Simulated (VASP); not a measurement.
# FeO (Fm-3m) in VASP: single point with PBE

Aim: the single point of FeO with PBE.

Everything below comes from runs of VASP 6.6.1. Logs are shortened: lines on timing, memory, paths and dates and some standing lists are left out, and cuts for length are marked.

## (1) The cell of the first run

It takes space group Fm-3m (No. 225, cubic). Conventional cell: a = 4.330 Å, b = 4.330 Å, c = 4.330 Å, α = 90.00°, β = 90.00°, γ = 90.00°. Within 2.9 Å of Fe (site symmetry m-3m) lie 6 O at 2.17 Å. Within 2.9 Å of O (site symmetry m-3m) lie 6 Fe at 2.17 Å.

## (2) Single point, PBE, collinear spin, ferromagnetic start

INCAR

```
SYSTEM = FeO
ALGO = Normal ; EDIFF = 1E-6
ENCUT = 600 ; GGA = PE
GGA_COMPAT = .FALSE. ; ISIF = 2
ISMEAR = -1 ; ISPIN = 2
LASPH = .TRUE. ; LCHARG = .FALSE.
LMAXMIX = 4 ; LORBIT = 11
LREAL = .FALSE. ; LWAVE = .FALSE.
MAGMOM = 4 0 ; NBANDS = 18
NELM = 200 ; PREC = Accurate
SIGMA = 0.05
```

KPOINTS

```
k-points
0
G
  4 4 4
  0 0 0
```

POSCAR

```
FeO
1.0
    0.0000000000      2.1650000000      2.1650000000
    2.1650000000      0.0000000000      2.1650000000
    2.1650000000      2.1650000000      0.0000000000
Fe O
1 1
Direct
    0.0000000000      0.0000000000      0.0000000000
    0.5000000000      0.5000000000      0.5000000000
```

Potentials or basis: VASP PAW PBE potentials, release 64 (Fe, O).

The run is started by

```console
> cat potpaw_PBE.64/Fe/POTCAR potpaw_PBE.64/O/POTCAR > POTCAR
> mpirun -np 1 vasp_std > vasp.out
```

OUTCAR:

```text
SYSTEM = FeO
   EDIFF = 1E-6
   ENCUT = 600
   GGA = PE
   ISIF = 2
   ISMEAR = -1
   ISPIN = 2
   LASPH = .TRUE.
   LORBIT = 11
   LREAL = .FALSE.
   NELM = 200
   PREC = Accurate

 ion  position               nearest neighbor table
   1  0.000  0.000  0.000-   2 2.17   2 2.17   2 2.17   2 2.17   2 2.17   2 2.17
   2  0.500  0.500  0.500-   1 2.17   1 2.17   1 2.17   1 2.17   1 2.17   1 2.17

  LATTYP: Found a face centered cubic cell.
 ALAT       =     4.3300000000

  Lattice vectors:

 A1 = (   0.0000000000,   2.1650000000,   2.1650000000)
 A2 = (   2.1650000000,   0.0000000000,   2.1650000000)
 A3 = (   2.1650000000,   2.1650000000,   0.0000000000)

Analysis of symmetry for initial positions (statically):
=====================================================================
 Subroutine PRICEL returns:
 Original cell was already a primitive cell.

 Routine SETGRP: Setting up the symmetry group for a
 face centered cubic supercell.

 Subroutine GETGRP returns: Found 48 space group operations
 (whereof 48 operations were pure point group operations)
 out of a pool of 48 trial point group operations.

The static configuration has the point symmetry O_h .

Analysis of symmetry for dynamics (positions and initial velocities):
=====================================================================
 Subroutine PRICEL returns:
 Original cell was already a primitive cell.

 Routine SETGRP: Setting up the symmetry group for a
 face centered cubic supercell.

 Subroutine GETGRP returns: Found 48 space group operations
 (whereof 48 operations were pure point group operations)
 out of a pool of 48 trial point group operations.

The dynamic configuration has the point symmetry O_h .

Analysis of structural, dynamic, and magnetic symmetry:
=====================================================================
 Subroutine PRICEL returns:
 Original cell was already a primitive cell.

 Routine SETGRP: Setting up the symmetry group for a
 face centered cubic supercell.

 Subroutine GETGRP returns: Found 48 space group operations
 (whereof 48 operations were pure point group operations)
 out of a pool of 48 trial point group operations.

The overall configuration has the point symmetry O_h .

 Subroutine INISYM returns: Found 48 space group operations
 (whereof 48 operations are pure point group operations),
 and found     1 'primitive' translations

----------------------------------------------------------------------------------------

                                     Primitive cell

  volume of cell :      20.2957

  direct lattice vectors                    reciprocal lattice vectors
     0.000000000  2.165000000  2.165000000    -0.230946882  0.230946882  0.230946882
     2.165000000  0.000000000  2.165000000     0.230946882 -0.230946882  0.230946882
     2.165000000  2.165000000  0.000000000     0.230946882  0.230946882 -0.230946882

  length of vectors
     3.061772363  3.061772363  3.061772363     0.400011734  0.400011734  0.400011734

  position of ions in fractional coordinates (direct lattice)
     0.000000000  0.000000000  0.000000000
     0.500000000  0.500000000  0.500000000

  ion indices of the primitive-cell ions
   primitive index   ion index
                 1           1
                 2           2

----------------------------------------------------------------------------------------

 KPOINTS: k-points

Automatic generation of k-mesh.
 Grid dimensions read from file:
 generate k-points for:    4    4    4

 Generating k-lattice:

  Cartesian coordinates                     Fractional coordinates (reciprocal lattice)
    -0.057736721  0.057736721  0.057736721     0.250000000  0.000000000  0.000000000
     0.057736721 -0.057736721  0.057736721     0.000000000  0.250000000  0.000000000
     0.057736721  0.057736721 -0.057736721     0.000000000  0.000000000  0.250000000

  Length of vectors
     0.100002933  0.100002933  0.100002933

  Shift w.r.t. Gamma in fractional coordinates (k-lattice)
     0.000000000  0.000000000  0.000000000

 Subroutine IBZKPT returns following result:
 ===========================================

 Found      8 irreducible k-points:

 Following reciprocal coordinates:
            Coordinates               Weight
  0.000000  0.000000  0.000000      1.000000
  0.250000  0.000000  0.000000      8.000000
  0.500000  0.000000  0.000000      4.000000
  0.250000  0.250000  0.000000      6.000000
  0.500000  0.250000  0.000000     24.000000
 -0.250000  0.250000  0.000000     12.000000
  0.500000  0.500000  0.000000      3.000000
 -0.250000  0.500000  0.250000      6.000000
   k-points           NKPTS =      8   k-points in BZ     NKDIM =      8   number of bands    NBANDS=     18
   number of dos      NEDOS =    301   number of ions     NIONS =      2
   total plane-waves  NPLWV =  13824
   dimension x,y,z NGX =    24 NGY =   24 NGZ =   24
   dimension x,y,z NGXF=    48 NGYF=   48 NGZF=   48
   ions per type =               1   1
   NGX,Y,Z   is equivalent  to a cutoff of  13.03, 13.03, 13.03 a.u.
   NGXF,Y,Z  is equivalent  to a cutoff of  26.06, 26.06, 26.06 a.u.
 SYSTEM =  FeO
   PREC   = accura    normal or accurate (medium, high low for compatibility)
   ISTART =      0    job   : 0-new  1-cont  2-samecut
   ICHARG =      2    charge: 1-file 2-atom 10-const
   ISPIN  =      2    spin polarized calculation?
   LNONCOLLINEAR =      F non collinear calculations
   LSORBIT =      F    spin-orbit coupling
   LASPH  =      T    aspherical Exc in radial PAW
   ENCUT  =  600.0 eV  44.10 Ry    6.64 a.u.   6.12  6.12  6.12*2*pi/ulx,y,z
   NELM   =    200;   NELMIN=  2; NELMDL= -5     # of ELM steps
   EDIFF  = 0.1E-05   stopping-criterion for ELM
   LREAL  =      F    real-space projection
[... 7 lines left out ...]
   TEBEG  =    0.0;   TEEND  =   0.0 temperature during run
   PSTRESS=    0.0 pullay stress
   NELECT =      14.0000    total number of electrons
   NUPDOWN=      -1.0000    fix difference up-down
   EMIN   =  10.00;   EMAX   =-10.00  energy-range for DOS
   EFERMI =   0.00;   METHOD = LEGACY
   ISMEAR =    -1;   SIGMA  =   0.05  broadening in eV -4-tet -1-fermi 0-gaus
   EFERMI_NEDOS =   21; number of points for ismear=-14 and -15
   IALGO  =     38    algorithm
   IMIX   =      4    mixing-type and parameters
     AMIX     =   0.40;   BMIX     =  1.00
     AMIX_MAG =   1.60;   BMIX_MAG =  1.00
  volume/ion in A,a.u.               =      10.15        68.48
  Fermi-wavevector in a.u.,A,eV,Ry     =   1.446493  2.733475 28.468033  2.092341
  Thomas-Fermi vector in A             =   2.564555
   LORBIT       =     11    0 simple, 1 ext, 2 COOP (PROOUT), +10 PAW based schemes
   GGA     = PE    functional components
   LHFCALC =     F    Hartree Fock is set to
   AEXX    =    0.0000 exact exchange contribution
   IVDW    =     0    specifies the selected vdW correction
   LEPSILON=     F    determine dielectric tensor
   LRPA    =     F    only Hartree local field effects (RPA)
 spin polarized calculation
  energy-cutoff  :      600.00
  volume of cell :       20.30
 maximum number of plane-waves:       700
   NGX = 13   NGY = 13   NGZ = 13

 number of electron      14.0000000 magnetization       4.0053419

 Free energy of the ion-electron system (eV)
  ---------------------------------------------------
  ext. energy  EPLUGINS =         0.00000000
  ---------------------------------------------------
  free energy    TOTEN  =       -14.92544899 eV

  energy without entropy =      -14.91037494  energy(sigma->0) =      -14.91791196

 E-fermi :   6.0040     XC(G=0): -12.0899

 val. band max:        5.8999537860   @ k =   0.2500   0.0000   0.0000
 cond. band min:       6.0217237993   @ k =  -0.2500   0.5000   0.2500
 fundamental gap:      0.1217700133
 Fermi energy:         6.0040238302

 spin component 1

 k-point     1 :       0.0000    0.0000    0.0000
  band No.  band energies     occupation
      1     -14.5691      1.00000
      2       2.2086      1.00000
      3       2.2086      1.00000
      4       2.2086      1.00000
      5       2.2918      1.00000
      6       2.2918      1.00000
[... 10 lines left out ...]
     17      26.4520      0.00000
     18      29.6442      0.00000

 k-point     2 :       0.2500    0.0000    0.0000
  band No.  band energies     occupation
      1     -14.0434      1.00000
      2      -0.7525      1.00000
      3       0.2954      1.00000
      4       0.2954      1.00000
      5       2.5985      1.00000
      6       2.5985      1.00000
[... 10 lines left out ...]
     17      31.4585      0.00000
     18      34.0739      0.00000
[... 106 lines left out ...]
 k-point     8 :      -0.2500    0.5000    0.2500
  band No.  band energies     occupation
      1     -13.3571      1.00000
      2      -0.6379      1.00000
      3      -0.6379      1.00000
      4      -0.5043      1.00000
      5       3.0444      1.00000
      6       3.0444      1.00000
[... 10 lines left out ...]
     17      34.3989      0.00000
     18      35.6667      0.00000
 Fermi energy:         6.0040238302

 spin component 2

 k-point     1 :       0.0000    0.0000    0.0000
  band No.  band energies     occupation
      1     -14.0268      1.00000
      2       2.8623      1.00000
      3       2.8623      1.00000
      4       2.8623      1.00000
      5       5.3468      1.00000
      6       5.3471      1.00000
[... 10 lines left out ...]
     17      28.0309      0.00000
     18      30.7079      0.00000

 k-point     2 :       0.2500    0.0000    0.0000
  band No.  band energies     occupation
      1     -13.4927      1.00000
      2       0.0468      1.00000
      3       1.7311      1.00000
      4       1.7312      1.00000
      5       5.8495      0.95646
      6       5.8998      0.88945
[... 10 lines left out ...]
     17      32.1946      0.00000
     18      35.1471      0.00000
[... 106 lines left out ...]
 k-point     8 :      -0.2500    0.5000    0.2500
  band No.  band energies     occupation
      1     -12.7615      1.00000
      2       0.0557      1.00000
      3       0.0558      1.00000
      4       0.6187      1.00000
      5       6.0217      0.41241
      6       6.0220      0.41127
[... 10 lines left out ...]
     17      35.2368      0.00000
     18      35.7217      0.00000

------------------------ aborting loop because EDIFF is reached ----------------------------------------

  FORCE on cell =-STRESS in cart. coord.  units (eV):
  Direction    XX          YY          ZZ          XY          YZ          ZX
  --------------------------------------------------------------------------------------
  -------------------------------------------------------------------------------------
  Total       -0.3272081     -0.3272081     -0.3272081     -0.0000000      0.0000000     -0.0000000
  in kB      -25.8303905    -25.8303905    -25.8303905     -0.0000000      0.0000000     -0.0000000
  external PRESSURE =     -25.8303905 kB  Pullay stress =       0.0000000 kB

 VOLUME and BASIS-vectors are now :
 -----------------------------------------------------------------------------
  energy-cutoff  :      600.00
  volume of cell :       20.30
      direct lattice vectors                 reciprocal lattice vectors
     0.000000000  2.165000000  2.165000000    -0.230946882  0.230946882  0.230946882
     2.165000000  0.000000000  2.165000000     0.230946882 -0.230946882  0.230946882
     2.165000000  2.165000000  0.000000000     0.230946882  0.230946882 -0.230946882

 POSITION                                       TOTAL-FORCE (eV/Angst)
 -----------------------------------------------------------------------------------
      0.00000      0.00000      0.00000         0.000000     -0.000000      0.000000
      2.16500      2.16500      2.16500        -0.000000      0.000000      0.000000
 -----------------------------------------------------------------------------------
    total drift:                                0.000000     -0.000000      0.000000

  FREE ENERGIE OF THE ION-ELECTRON SYSTEM (eV)
  ---------------------------------------------------
  free  energy   TOTEN  =       -14.9254489872 eV

  energy  without entropy=      -14.9103749389  energy(sigma->0) =      -14.91791196

 total charge

# of ion       s       p       d       tot
------------------------------------------
    1        0.284   0.348   6.079   6.711
    2        1.553   3.432   0.000   4.984
--------------------------------------------------
tot          1.837   3.780   6.079  11.696

 magnetization (x)

# of ion       s       p       d       tot
------------------------------------------
    1        0.025   0.019   3.573   3.617
    2        0.029   0.281   0.000   0.310
--------------------------------------------------
tot          0.054   0.300   3.573   3.927
```

Run time: 9.9 s. Hardware: 1 thread of Intel Xeon 6975P-C (Granite Rapids), shared host; peak memory 0.14 GiB.

What came out:

```
Free energy                                           : -14.9254 eV
Pressure                                              : -2.6 GPa
Band gap on the k mesh                                : zero (filled and empty bands overlap)
Net moment                                            : 4.01 μB per cell
Site moments                                          : Fe +3.62; O +0.31 μB
Valence electrons inside the program's atomic spheres : Fe 6.71; O 4.98
```

Caveat: the k points lie up to 0.63 Å⁻¹ apart; a cell with one magnetic atom can't hold antiferromagnetic order, which such compounds often take; semilocal functionals often make such compounds metallic where correlation or magnetic order opens a gap, which also shifts bond lengths. With open d or f shells a metallic result of PBE can be an artefact of self-interaction; +U or a hybrid may open a gap.
